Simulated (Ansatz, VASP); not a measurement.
Se in VASP and in Ansatz

```
CELL_PARAMETERS angstrom
0.00000 3.20679 3.20679
3.20679 0.00000 3.20679
3.20679 3.20679 0.00000
ATOMIC_POSITIONS crystal
Se 0.50000 0.50000 0.50000
Se 0.75000 0.75000 0.75000
```

Alike in both runs: task single point; functional PBEsol; k mesh 5 × 5 × 5; occupations fermi-dirac, width 0.1 eV; no spin polarisation.

|  | VASP | Ansatz |
| --- | --- | --- |
| version | VASP 6.6.1 | Ansatz 0.2.0 |
| potentials or method | VASP PAW PBE potentials, release 64 (Se), cutoff 520 eV | plane waves, PAW |
| valence electrons in the cell | 12 | 32 |

```csv
,VASP,Ansatz,Ansatz less VASP
pressure (GPa),-3.3,-3.3,-0.04
```

VASP's potentials were made for PBE, not for PBEsol. VASP's potentials hold 12 valence electrons a cell and Ansatz's 32, so a difference there can come from the potentials and not from the codes.
